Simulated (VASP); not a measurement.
Set up this calculation in VASP 6.6.1, as the native input.

```
Task                   : single point
Functional             : revPBE
Potentials or basis    : VASP PAW PBE potentials, release 64 (Se)
Cutoff                 : 520 eV
k mesh                 : 14 × 14 × 14
Occupations            : methfessel-paxton, width 0.05 eV
Spin                   : no spin polarisation
Dipole correction      : no
Further INCAR settings : ALGO = Normal; EDIFF = 1e-06; NBANDS = 9
```

The structure of Se lies in POSCAR:

```
Se
1.0
    1.9250000000      1.1113992700      0.8816666700
   -1.9250000000      1.1113992700      0.8816666700
    0.0000000000     -2.2227985400      0.8816666700
Se
1
Direct
    0.0000000000      0.0000000000      0.0000000000
```

These files were run (other wordings do the same):

INCAR

```
SYSTEM = Se
  PREC = Accurate
  ENCUT = 520
  EDIFF = 1E-6
  ISMEAR = 1
  SIGMA = 0.05
  LREAL = .FALSE.
  LASPH = .TRUE.
  NELM = 80
  ALGO = Normal
  ISIF = 2
  LWAVE = .FALSE.
  LCHARG = .FALSE.
  GGA = RE
  NBANDS = 9
```

KPOINTS

```
Automatic mesh
0
G
  14 14 14
  0 0 0
```

Potentials or basis: VASP PAW PBE potentials, release 64 (Se).

Command:

```console
$ cat potpaw_PBE.64/Se/POTCAR > POTCAR
$ mpirun -np 1 vasp_std > vasp.out
```

Results of the run:

The pressure is 162.6 GPa. The band gap on the k mesh is zero (band 3 reaches 22.76 eV, above the bottom of band 4 at 8.49 eV).

Caveat: the PAW data sets were made with another functional, which shifts forces and pressure a little.

Wall time 7.4 s on 1 thread of Intel(R) Xeon(R) 6975P-C (Granite Rapids), with other jobs on the host, peak memory 0.14 GiB.
